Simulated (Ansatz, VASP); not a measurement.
**Two plane-wave programs on In**

INCAR

```
SYSTEM = In
PREC = Accurate
ENCUT = 520
EDIFF = 1E-6
ISMEAR = 0
SIGMA = 0.15
LREAL = .False.
LASPH = .True.
NELM = 60
ALGO = Fast
ISIF = 2
LWAVE = .False.
LCHARG = .False.
NBANDS = 12
```

The input KPOINTS:

```
regular mesh
0
Gamma
  22 22 22
  0 0 0
```

File POSCAR:

```
In
1.0
   -1.5332887082      1.5332887082      2.5066203801
    1.5332887082     -1.5332887082      2.5066203801
    1.5332887082      1.5332887082     -2.5066203801
In
1
Direct
    0.0000000000      0.0000000000      0.0000000000
```

Input for Ansatz:

```yaml
crystal:
  lattice:
    - [-1.5332887082, 1.5332887082, 2.5066203801]
    - [1.5332887082, -1.5332887082, 2.5066203801]
    - [1.5332887082, 1.5332887082, -2.5066203801]
  atoms:
    - { symbol: In, position: [0.0, 0.0, 0.0] }
basis:
  ecutwfc: 420
kpoints:
  mp_grid: { grid: [22, 22, 22] }
hamiltonian:
  xc: lda
  pseudopotentials: { kind: paw }
scf:
  occupations: { method: gaussian, width: 0.15 }
output:
  forces: true
  stress: true
  eigenvalues: true
```

Alike in both runs: task single point; functional LDA; k mesh 22 × 22 × 22; occupations gaussian, width 0.15 eV; no spin polarisation.

```csv
,VASP,Ansatz
version,VASP 6.6.1,Ansatz 0.2.0
potentials or method,"VASP PAW LDA potentials, release 64 (In_d), cutoff 520 eV","scalar-relativistic, plane waves, PAW"
valence electrons in the cell,13,13
```

Ansatz gave:

| Property | Result |
| --- | --- |
| gap on the k mesh at the Fermi level (eV) | none |
| pressure (GPa) | 2.4 |
| traceless stress, the component that is largest in VASP (GPa) | -0.60 |

Q: Which values does VASP return?

A: gap on the k mesh at the Fermi level (eV): none; pressure (GPa): 2.6; traceless stress, the component that is largest in VASP (GPa): -0.63.

LDA's correlation is that of Perdew and Zunger in VASP and of Perdew and Wang (1992) in Ansatz. A gap of «none» marks a metal or a gap that the smearing closes.
